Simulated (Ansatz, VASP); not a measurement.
**TlCN in VASP and in Ansatz**

The input INCAR:

```
SYSTEM = TlCN
  ALGO = Normal
  EDIFF = 1E-6
  ENCUT = 1000
  GGA = PE
  GGA_COMPAT = .False.
  ISIF = 2
  ISMEAR = 0
  LASPH = .True.
  LCHARG = .True.
  LELF = .True.
  LREAL = .False.
  LVHAR = .True.
  LWAVE = .False.
  NBANDS = 18
  NELM = 120
  NELMDL = -8
  PREC = Accurate
  SIGMA = 0.01
```

KPOINTS

```
k-points
0
Gamma
  1 1 1
  0 0 0
```

POSCAR

```
TlCN
1.0
    9.0000000000      0.0000000000      0.0000000000
    0.0000000000      9.0000000000      0.0000000000
    0.0000000000      0.0000000000     12.5000000000
Tl N C
1 1 1
Direct
    0.5000000000      0.5000000000      0.3600000000
    0.5000000000      0.5000000000      0.5442240000
    0.5000000000      0.5000000000      0.6398048000
```

Input for Ansatz:

```yaml
crystal:
  lattice:
    - [9.0, 0.0, 0.0]
    - [0.0, 9.0, 0.0]
    - [0.0, 0.0, 12.5]
  atoms:
    - { symbol: Tl, position: [0.5, 0.5, 0.36] }
    - { symbol: "N", position: [0.5, 0.5, 0.544224] }
    - { symbol: C, position: [0.5, 0.5, 0.6398048] }
basis:
  ecutwfc: 420
  ecutrho_ratio: 4
kpoints:
  mp_grid: { grid: [1, 1, 1] }
hamiltonian:
  xc: pbe
scf:
  occupations: { method: gaussian, width: 0.01 }
output:
  forces: true
  eigenvalues: true
  populations: true
```

Alike in both runs: task single point; functional PBE; k mesh 1 × 1 × 1; occupations gaussian, width 0.01 eV; no spin polarisation.

|  | VASP | Ansatz |
| --- | --- | --- |
| version | VASP 6.6.1 | Ansatz 0.2.0 |
| potentials or method | VASP PAW PBE potentials, release 64 (Tl_d, N_h, C_h), cutoff 1000 eV | scalar-relativistic, plane waves, PAW |
| valence electrons in the cell | 22 | 22 |

VASP gave:

- gap on the k mesh at the Fermi level (eV): 2.96
- rms of the force components (eV/Å): 0.437

Question: Estimate Ansatz's values.

Answer: gap on the k mesh at the Fermi level (eV): 2.97; rms of the force components (eV/Å): 0.436.

Atom by atom the forces differ by 0.008 eV/Å (rms over components).

Neither program's run includes spin-orbit coupling.
